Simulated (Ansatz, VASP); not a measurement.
One calculation of CaSe, two programs

```
CELL_PARAMETERS angstrom
11.50000 0.00000 0.00000
0.00000 11.80000 0.00000
0.00000 0.00000 9.10000
ATOMIC_POSITIONS crystal
Ca 0.39783 0.39913 0.49811
Ca 0.60344 0.60020 0.50298
Se 0.62790 0.37626 0.49883
Se 0.37340 0.62310 0.50250
```

Alike in both runs: functional PBE; k mesh 1 × 1 × 1; occupations gaussian, width 0.05 eV; no spin polarisation.

Ansatz relaxed the structure, and its values are those at the end. VASP's run is a single point on that final structure, the one shown.

|  | VASP | Ansatz |
| --- | --- | --- |
| version | VASP 6.6.1 | Ansatz 0.2.0 |
| potentials or method | VASP PAW PBE potentials, release 64 (Ca_sv, Se), cutoff 520 eV | scalar-relativistic, plane waves, PAW |
| valence electrons in the cell | 32 | 52 |

```tsv
	VASP	Ansatz	Ansatz less VASP
gap on the k mesh at the Fermi level (eV)	2.10	2.10	-0.001
rms of the force components (eV/Å)	0.029	0.008	-0.0211
```

With one functional, cell and mesh, what is left measures potentials, basis and numerics. VASP's potentials hold 32 valence electrons a cell and Ansatz's 52, so a difference there can come from the potentials and not from the codes. Ansatz's warnings: xc potential rough in thin density.
